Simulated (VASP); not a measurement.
Wanted: the native input for a VASP 6.6.1 run.

| Item | Value |
| --- | --- |
| Task | single point |
| Functional | LDA |
| Potentials or basis | VASP PAW LDA potentials, release 64 (Ag) |
| Cutoff | 520 eV |
| k mesh | 11 × 11 × 11 |
| Occupations | fermi-dirac, width 0.05 eV |
| Spin | no spin polarisation |
| Dipole correction | no |
| Further INCAR settings | ALGO = Fast; EDIFF = 1e-07; NBANDS = 12 |

The structure of Ag lies in POSCAR:

```
Ag
1.0
   -1.6332775543      1.6332775543      1.6332775543
    1.6332775543     -1.6332775543      1.6332775543
    1.6332775543      1.6332775543     -1.6332775543
Ag
1
Direct
    0.0000000000      0.0000000000      0.0000000000
```

These files were run (other wordings do the same):

INCAR

```
SYSTEM = Ag
PREC     = Accurate       ! precision mode
ENCUT    = 520            ! plane-wave cutoff, eV
EDIFF    = 1E-7           ! SCF threshold, eV
ISMEAR   = -1             ! smearing method
SIGMA    = 0.05           ! smearing width, eV
LREAL    = .FALSE.        ! projectors in reciprocal space
LASPH    = .TRUE.         ! aspherical terms in the spheres
NELM     = 100            ! most SCF steps
ALGO     = Fast           ! electronic algorithm
ISIF     = 2              ! what is computed and relaxed
LWAVE    = .FALSE.        ! write WAVECAR
LCHARG   = .FALSE.        ! write CHGCAR
NBANDS   = 12             ! bands
```

KPOINTS

```
Automatic mesh
0
G
  11 11 11
  0 0 0
```

Potentials or basis: VASP PAW LDA potentials, release 64 (Ag).

Launch:

```console
$ cat potpaw_LDA.64/Ag/POTCAR > POTCAR
$ mpirun -np 1 vasp_std > vasp.out
```

Results of the run:

```json
{
 "Pressure": "-8.3 GPa"
}
```

It took 9.8 s on 1 thread of Intel(R) Xeon(R) Platinum 8259CL CPU @ 2.50GHz (Skylake/Cascade Lake), on a shared host, peak memory 0.13 GiB.
